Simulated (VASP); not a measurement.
SrO, 4 atoms in the cell. The structure is hexagonal, space group P6_3/mmc (No. 194). The conventional cell has a = 4.270 Å, b = 4.270 Å, c = 5.144 Å, α = 90.00°, β = 90.00°, γ = 120.00°. Sr (site symmetry -6m2) has 5 O at 2.47 to 2.57 Å within 3.3 Å. O (site symmetry -6m2) has 5 Sr at 2.47 to 2.57 Å within 3.3 Å. 

- Program: VASP 6.6.1
- Task: single point
- Functional: PBE
- Potentials or basis: VASP PAW PBE potentials, release 64 (Sr_sv, O)
- Cutoff: 520 eV
- k mesh: 6 × 6 × 4
- Occupations: gaussian, width 0.01 eV
- Spin: no spin polarisation
- Dipole correction: no
- Further INCAR settings: ALGO = Normal; EDIFF = 1e-06; NBANDS = 24

Potentials or basis: VASP PAW PBE potentials, release 64 (Sr_sv, O).

Run with:

```console
$ cat potpaw_PBE.64/Sr_sv/POTCAR potpaw_PBE.64/O/POTCAR > POTCAR
$ mpirun -np 1 vasp_std > vasp.out
```

Hardware: 1 thread of Intel Xeon 8259CL, on a shared host.

Estimate the wall time of this run.

Wall time 36 s on 1 thread of Intel Xeon 8259CL, with other jobs on the host, peak memory 0.21 GiB. Counts: scf iterations 14, k points 21.
